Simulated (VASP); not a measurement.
# CdInS2: single point with PBE

The system is CdInS2.

```xyz
4
Lattice="3.9376 0.0000 0.0000 -1.9688 3.4101 0.0000 0.0000 0.0000 6.5821" Properties=species:S:1:pos:R:3 pbc="T T T"
Cd    0.0000    0.0000    0.0000
In    0.0000    0.0000    3.2911
S     1.9688    1.1367    4.8274
S     0.0000    2.2734    1.7547
```

This cell differs from its parent crystal: atoms shifted along a free coordinate, c/a of the conventional cell at fixed volume 1.6716.

```json
{
  "Program": "VASP 6.6.1",
  "Task": "single point",
  "Functional": "PBE",
  "Potentials or basis": "VASP PAW PBE potentials, release 64 (Cd, In_d, S)",
  "Cutoff": "520 eV",
  "k mesh": "12 × 12 × 6",
  "Occupations": "gaussian, width 0.15 eV",
  "Spin": "no spin polarisation"
}
```

```json
{"Pressure": "0.9 GPa", "Largest force": "0.635 eV/Å", "Band gap on the k mesh": "zero (an odd number of electrons rules out a gap without spin polarisation)"}
```

Forces on the atoms (eV/Å):
```
Cd   0.000  0.000  0.000
In   0.000  0.000  0.000
S    0.000  0.000  0.635
S    0.000  0.000 -0.635
```

Stress tensor (GPa, compression positive):
```
-0.76  0.00  0.00
 0.00 -0.76  0.00
 0.00  0.00  4.34
```

Levels at points of the mesh, in eV from the Fermi level:
```
           k point  band 16  band 17  band 18  band 19  band 20  band 21  band 22  band 23
(0.00, 0.00, 0.00)    -2.55    -2.09    -2.08    -2.08     1.18     3.94     4.20     4.20
(0.50, 0.00, 0.00)    -3.85    -3.49    -2.08    -0.11     1.40     1.64     3.71     4.73
(0.00, 0.00, 0.50)    -2.32    -2.30    -2.30     0.18     0.73     3.87     4.24     4.24
(0.50, 0.00, 0.50)    -3.20    -3.16    -2.82    -0.48     0.02     3.60     3.72     5.26
```

Run time: 4.6 min on 1 thread of Intel Xeon 8259CL, on a shared host, peak memory 0.37 GiB.

Caveat: spin-orbit coupling is left out, which moves the levels of the heavy elements.
